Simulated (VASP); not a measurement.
# BP (F-43m) in VASP: a series of runs, part 2 of 2

VASP 6.6.1. Earlier steps stand in the parts before.

## Step 3: Relaxation of cell and atoms, PBEsol+D3(BJ)

File INCAR:

```
ALGO = Normal ; EDIFF = 1E-6
EDIFFG = -0.01 ; ENCUT = 600
GGA = PS ; IBRION = 2
ISIF = 3 ; ISMEAR = -1
IVDW = 12 ; LASPH = T
LCHARG = F ; LREAL = F
LWAVE = F ; NELM = 60
NSW = 60 ; PREC = Accurate
SIGMA = 0.05
```

File KPOINTS:

```
k-points
0
Gamma
  10 10 10
```

File POSCAR:

```
BP
1.0
    0.0000000000      2.2690000000      2.2690000000
    2.2690000000      0.0000000000      2.2690000000
    2.2690000000      2.2690000000      0.0000000000
P B
1 1
Direct
    0.7500000000      0.7500000000      0.7500000000
    0.0000000000      0.0000000000      0.0000000000
```

Potentials or basis: VASP PAW PBE potentials, release 64 (P, B).

Launch:

```console
cat potpaw_PBE.64/P/POTCAR potpaw_PBE.64/B/POTCAR > POTCAR
mpirun -np 1 vasp_std > vasp.out
```

OUTCAR:

```text
EDIFF = 1E-6
   EDIFFG = -0.01
   ENCUT = 600
   GGA = PS
   IBRION = 2
   ISIF = 3
   ISMEAR = -1
   IVDW = 12
   LASPH = T
   LREAL = F
   NELM = 60
   NSW = 60
   PREC = Accurate
 IVDW          = 12

 ion  position               nearest neighbor table
   1  0.750  0.750  0.750-   2 1.97   2 1.97   2 1.97   2 1.97
   2  0.000  0.000  0.000-   1 1.97   1 1.97   1 1.97   1 1.97

  LATTYP: Found a face centered cubic cell.
 ALAT       =     4.5380000000

  Lattice vectors:

 A1 = (   0.0000000000,   2.2690000000,   2.2690000000)
 A2 = (   2.2690000000,   0.0000000000,   2.2690000000)
 A3 = (   2.2690000000,   2.2690000000,   0.0000000000)

Analysis of symmetry for initial positions (statically):
=====================================================================
 Subroutine PRICEL returns:
 Original cell was already a primitive cell.

 Routine SETGRP: Setting up the symmetry group for a
 face centered cubic supercell.

 Subroutine GETGRP returns: Found 24 space group operations
 (whereof 24 operations were pure point group operations)
 out of a pool of 48 trial point group operations.

The static configuration has the point symmetry T_d .

Analysis of symmetry for dynamics (positions and initial velocities):
[... 151 lines left out ...]

 number of electron       8.0000000 magnetization

 Free energy of the ion-electron system (eV)
  ---------------------------------------------------
  ext. energy  EPLUGINS =         0.00000000
  ---------------------------------------------------
  free energy    TOTEN  =       -13.67383585 eV

  energy without entropy =      -13.67383572  energy(sigma->0) =      -13.67383579

------------------------ aborting loop because EDIFF is reached ----------------------------------------

 Edisp (eV)   -0.50129

 E8    (eV) :    -0.2891
[... 71 lines left out ...]
--------------------------------------- Ionic step        3  -------------------------------------------

 number of electron       8.0000001 magnetization

 Free energy of the ion-electron system (eV)
  ---------------------------------------------------
  ext. energy  EPLUGINS =         0.00000000
  ---------------------------------------------------
  free energy    TOTEN  =       -13.66989928 eV

  energy without entropy =      -13.66989907  energy(sigma->0) =      -13.66989917

 E-fermi :   8.3149     XC(G=0): -11.1819

 val. band max:        7.7898813191   @ k =   0.0000   0.0000   0.0000
 cond. band min:       8.8787745143   @ k =   0.4000   0.4000   0.0000
 fundamental gap:      1.0888931952
 Fermi energy:         8.3148887855

 k-point     1 :       0.0000    0.0000    0.0000
  band No.  band energies     occupation
      1      -7.9981      2.00000
      2       7.7899      1.99994
      3       7.7899      1.99994
      4       7.7899      1.99994
      5      11.1962      0.00000
      6      11.1962      0.00000
      7      11.1962      0.00000
      8      15.6250      0.00000
[... 243 lines left out ...]
 k-point    24 :       0.4000    0.3000    0.0000
  band No.  band energies     occupation
      1      -4.9622      2.00000
      2       1.5556      2.00000
      3       3.5799      2.00000
      4       4.1449      2.00000
      5       9.4776      0.00000
      6      11.2771      0.00000
      7      17.4513      0.00000
      8      17.4779      0.00000

 [... further k-points ...]

------------------------ aborting loop because EDIFF is reached ----------------------------------------

 Edisp (eV)   -0.51787

 E8    (eV) :    -0.2987
[... 25 lines left out ...]
  FREE ENERGIE OF THE ION-ELECTRON SYSTEM (eV)
  ---------------------------------------------------
  free  energy   TOTEN  =       -14.1877688993 eV

  energy  without entropy=      -14.1877686940  energy(sigma->0) =      -14.18776880

 reached required accuracy - stopping structural energy minimisation
```

OSZICAR:

```text
N       E                     dE             d eps       ncg     rms          rms(c)
DAV:   1     0.134296913575E+02    0.13430E+02   -0.44649E+03   752   0.100E+03
DAV:   2    -0.140756106986E+02   -0.27505E+02   -0.26596E+02  1176   0.121E+02
DAV:   3    -0.143816920711E+02   -0.30608E+00   -0.30608E+00   904   0.169E+01
DAV:   4    -0.143825052162E+02   -0.81315E-03   -0.81314E-03  1256   0.878E-01
[... 20 lines left out ...]
DAV:   3    -0.136700006158E+02    0.11570E-02   -0.25310E-03   864   0.290E-01    0.688E-02
DAV:   4    -0.136699185490E+02    0.82067E-04   -0.92210E-05   960   0.724E-02    0.545E-02
DAV:   5    -0.136699004503E+02    0.18099E-04   -0.22303E-05  1024   0.333E-02    0.257E-02
DAV:   6    -0.136698993679E+02    0.10824E-05   -0.51781E-07   472   0.604E-03    0.256E-03
DAV:   7    -0.136698992772E+02    0.90704E-07   -0.62663E-08   376   0.203E-03
   3 F= -.14187769E+02 E0= -.14187769E+02  d E =-.126427E-01
```

CONTCAR:

```text
BP
   1.00000000000000
    -0.0000000000000000    2.2447752053315058    2.2447752053315058
     2.2447752053315058   -0.0000000000000000    2.2447752053315058
     2.2447752053315058    2.2447752053315058    0.0000000000000000
  P               B
     1     1
Direct
     0.7500000000000000    0.7500000000000000    0.7500000000000000
     0.0000000000000000    0.0000000000000000    0.0000000000000000

  0.00000000E+00  0.00000000E+00  0.00000000E+00
  0.00000000E+00  0.00000000E+00  0.00000000E+00
```

Wall time 25 s (1 thread of Intel Xeon Platinum 8375C at 2.90GHz (Ice Lake), shared host); peak memory 0.16 GiB.

What came out:

* Free energy: -14.1878 eV
* Relaxed volume: 11.31 Å³/atom
* Relaxed cell: a = 3.175 Å, b = 3.175 Å, c = 3.175 Å, α = 60.00°, β = 60.00°, γ = 60.00°
* Space group after relaxing (to 0.05 Å): F-43m (No. 216)
* Energy gained by relaxing: 6.3 meV/atom
* Ionic steps: 3
* Pressure after relaxing: 0.0 GPa
* Band gap on the k mesh: 1.09 eV, indirect (least direct gap 3.41 eV)
* Dispersion energy per atom: -0.259 eV

Step by step:
| step | energy change (eV) | largest force (eV/Å) | pressure (GPa) | volume (Å³) |
| --- | --- | --- | --- | --- |
| 1 | 0.0000 | 0.0000 | -5.32 | 23.36 |
| 2 | -0.0052 | 0.0000 | 4.48 | 22.08 |
| 3 | -0.0126 | 0.0000 | -0.01 | 22.62 |

Final structure:
```
P B
1.0
     0.00000    2.24478    2.24478
     2.24478    0.00000    2.24478
     2.24478    2.24478    0.00000
P B
1 1
Cartesian
  3.3672 3.3672 3.3672
  0.0000 0.0000 0.0000
```

Levels at points of the mesh, in eV from the valence-band top:
```tsv
k point	band 1	band 2	band 3	band 4	band 5	band 6	band 7	band 8
(0.00, 0.00, 0.00)	-15.79	0.00	0.00	0.00	3.41	3.41	3.41	7.84
(0.50, 0.00, 0.00)	-12.31	-9.33	-1.81	-1.81	3.93	4.67	4.67	10.04
(0.50, 0.50, 0.00)	-10.74	-8.77	-4.26	-4.26	1.16	1.49	12.40	12.40
```

Caveat: the PAW data sets were made with another functional, which shifts forces and pressure a little.

## Step 4: Relaxation of cell and atoms, PBEsol+D4

File INCAR:

```
PREC = Accurate ; ENCUT = 600
EDIFF = 1E-6 ; ISMEAR = -1
SIGMA = 0.05 ; LREAL = F
LASPH = T ; NELM = 100
ALGO = Normal ; ISIF = 3
LWAVE = F ; LCHARG = F
GGA = PS ; IVDW = 13
IBRION = 2 ; NSW = 60
EDIFFG = -0.01
```

File KPOINTS:

```
regular mesh
0
Gamma
  10 10 10
```

POSCAR is that of step 3.

Launch:

```console
cat potpaw_PBE.64/P/POTCAR potpaw_PBE.64/B/POTCAR > POTCAR
mpirun -np 1 vasp_std > vasp.out
```

Wall time 26 s (1 thread of Intel Xeon Platinum 8375C at 2.90GHz (Ice Lake), shared host); peak memory 0.15 GiB.

It converged, with:

```
Free energy                            : -14.0793 eV
Relaxed volume                         : 11.36 Å³/atom
Relaxed cell                           : a = 3.179 Å, b = 3.179 Å, c = 3.179 Å, α = 60.00°, β = 60.00°, γ = 60.00°
Space group after relaxing (to 0.05 Å) : F-43m (No. 216)
Energy gained by relaxing              : 4.7 meV/atom
Ionic steps                            : 3
Pressure after relaxing                : 0.0 GPa
Band gap on the k mesh                 : 1.09 eV, indirect (least direct gap 3.40 eV)
Dispersion energy per atom             : -0.204 eV
```

The path:
| step | energy change (eV) | largest force (eV/Å) | pressure (GPa) | volume (Å³) |
| --- | --- | --- | --- | --- |
| 1 | 0.0000 | 0.0000 | -4.58 | 23.36 |
| 2 | -0.0039 | 0.0000 | 3.79 | 22.25 |
| 3 | -0.0094 | 0.0000 | 0.00 | 22.72 |

Final structure:
```xyz
2
Lattice="0.0000 2.2481 2.2481 2.2481 0.0000 2.2481 2.2481 2.2481 0.0000" Properties=species:S:1:pos:R:3 pbc="T T T"
P     3.3721    3.3721    3.3721
B     0.0000    0.0000    0.0000
```

Levels at points of the mesh, in eV from the valence-band top:
```csv
k point,band 1,band 2,band 3,band 4,band 5,band 6,band 7,band 8
"(0.00, 0.00, 0.00)",-15.75,0.00,0.00,0.00,3.40,3.40,3.40,7.77
"(0.50, 0.00, 0.00)",-12.29,-9.30,-1.80,-1.80,3.90,4.67,4.67,10.02
"(0.50, 0.50, 0.00)",-10.72,-8.74,-4.25,-4.25,1.17,1.49,12.36,12.36
```

Caveat: the PAW data sets were made with another functional, which shifts forces and pressure a little.

## Step 5: Summary

```csv
level,gap on the mesh (eV),pressure (GPa),relaxed volume (Å³/atom)
PBEsol,1.12,0.0,11.55
PBEsol+D3(BJ),1.09,0.0,11.31
PBEsol+D4,1.09,0.0,11.36
```

Alike in all rows: task relaxation of cell and atoms; potentials or basis VASP PAW PBE potentials, release 64 (P, B); no spin polarisation; cell relaxed; k mesh 10 × 10 × 10; cutoff (eV) 600; smearing fermi-dirac 0.05 eV.

Caveats: the PAW data sets were made with another functional, which shifts forces and pressure a little.

Total energies depend on the potentials used, so only differences within one code and one set of settings carry meaning.
